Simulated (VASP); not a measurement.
A run of VASP 6.6.1 is set up as follows.

File POSCAR:

```
BaS
1.0
    3.8337582573     -0.0741832223      0.0000000000
   -0.0741832223      3.8337582573      0.0000000000
    0.0000000000      0.0000000000      3.8337582573
Ba S
1 1
Direct
    0.0000000000      0.0000000000      0.0000000000
    0.5000000000      0.5000000000      0.5000000000
```

File INCAR.step1:

```
SYSTEM = BaS
  ALGO = Normal
  EDIFF = 1E-5
  ENCUT = 550
  GGA = PE
  GGA_COMPAT = .False.
  ISMEAR = 0
  LASPH = .True.
  LCHARG = .False.
  LREAL = .False.
  LWAVE = .True.
  NBANDS = 15
  NELM = 120
  PREC = Accurate
  SIGMA = 0.01
```

File INCAR.step2:

```
SYSTEM = BaS
  ALGO = Normal
  EDIFF = 1E-6
  ENCUT = 550
  GGA_COMPAT = .False.
  ISIF = 2
  ISMEAR = 0
  ISTART = 1
  LASPH = .True.
  LCHARG = .False.
  LMIXTAU = .True.
  LREAL = .False.
  LWAVE = .False.
  METAGGA = R2SCAN
  NBANDS = 15
  NELM = 120
  PREC = Accurate
  SIGMA = 0.01
```

File KPOINTS:

```
k-points
0
Gamma
  6 6 6
  0 0 0
```

Potentials or basis: VASP PAW PBE potentials, release 64 (Ba_sv, S).

The run is started by

```bash
$ cat potpaw_PBE.64/Ba_sv/POTCAR potpaw_PBE.64/S/POTCAR > POTCAR
$ cp INCAR.step1 INCAR
$ mpirun -np 1 vasp_std > vasp.out
$ cp INCAR.step2 INCAR
$ mpirun -np 1 vasp_std > vasp.out
```

Q: What does it give for the band gap on the k mesh?

A: 1.81 eV (least direct gap 1.90 eV).

Q: What does it give for the pressure?

A: 1.1 GPa.

Stress tensor (GPa, compression positive):
```
1.07 0.58 0.00
0.58 1.07 0.00
0.00 0.00 1.10
```

Caveat: the cell differs from its parent crystal (shear xy strain -3.9%); the PAW data sets were made with another functional, which shifts forces and pressure a little; spin-orbit coupling is left out, which moves the levels of the heavy elements. A k mesh can miss the band edges.
